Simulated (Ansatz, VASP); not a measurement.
# SiC: VASP and Ansatz over several settings

```
Si C
1.0
     3.11648    0.00000    0.00000
    -1.55824    2.69895    0.00000
     0.00000    0.00000    5.11443
Si C
2 2
Direct
  0.66667 0.33333 0.50000
  0.33333 0.66667 0.00000
  0.66667 0.33333 0.88500
  0.33333 0.66667 0.38500
```

Single points on this cell with VASP 6.6.1 and Ansatz 0.2.0. Each row is one pair of runs. Alike in all rows: spin: off; k mesh: 10 × 10 × 5; smearing: fermi-dirac, width 0.05 eV.

| level | VASP's potentials, cutoff | Ansatz's potentials, cutoff | gap on the k mesh at the Fermi level (eV), VASP | gap on the k mesh at the Fermi level (eV), Ansatz | least direct gap on the mesh (eV), VASP | least direct gap on the mesh (eV), Ansatz | pressure (GPa), VASP | pressure (GPa), Ansatz |
| --- | --- | --- | --- | --- | --- | --- | --- | --- |
| r2SCAN | VASP PAW PBE potentials, release 64 (Si, C), 520 eV | Ansatz PAW, 500 eV | 2.91 | 2.90 | 4.49 | 4.49 | -8.3 | -8.1 |
| PBEsol+D4 | VASP PAW PBE potentials, release 64 (Si, C), 520 eV | Ansatz PAW, 420 eV | 2.38 | 2.39 | 3.88 | 3.88 | -9.7 | -10.0 |
| PBEsol+D3(BJ) | VASP PAW PBE potentials, release 64 (Si, C), 520 eV | Ansatz PAW, 420 eV | ? | 2.39 | ? | 3.88 | ? | -11.3 |
| SVWN5 | VASP PAW PBE potentials, release 64 (Si, C_h), 910 eV | Ansatz PAW, 420 eV | 2.43 | 2.43 | 3.91 | 3.90 | - | - |
| RPBE+D4 | VASP PAW PBE potentials, release 64 (Si, C), 520 eV | Ansatz PAW, 420 eV | 2.56 | 2.56 | 4.03 | 4.04 | -11.0 | -10.5 |
| revPBE | VASP PAW PBE potentials, release 64 (Si, C), 520 eV | Ansatz PAW, 420 eV | 2.55 | 2.55 | 4.02 | 4.03 | -2.6 | -2.3 |

Task: Fill in what VASP gave in row 3.

Result: gap on the k mesh at the Fermi level (eV): 2.38; least direct gap on the mesh (eV): 3.88; pressure (GPa): -11.0.

Noted on VASP's runs: the cutoff is short for stress, so the pressure is rough. Noted on Ansatz's runs: odd divisions of the mesh miss points on the zone boundary, where band edges often lie, so the gap on the mesh can be too wide.
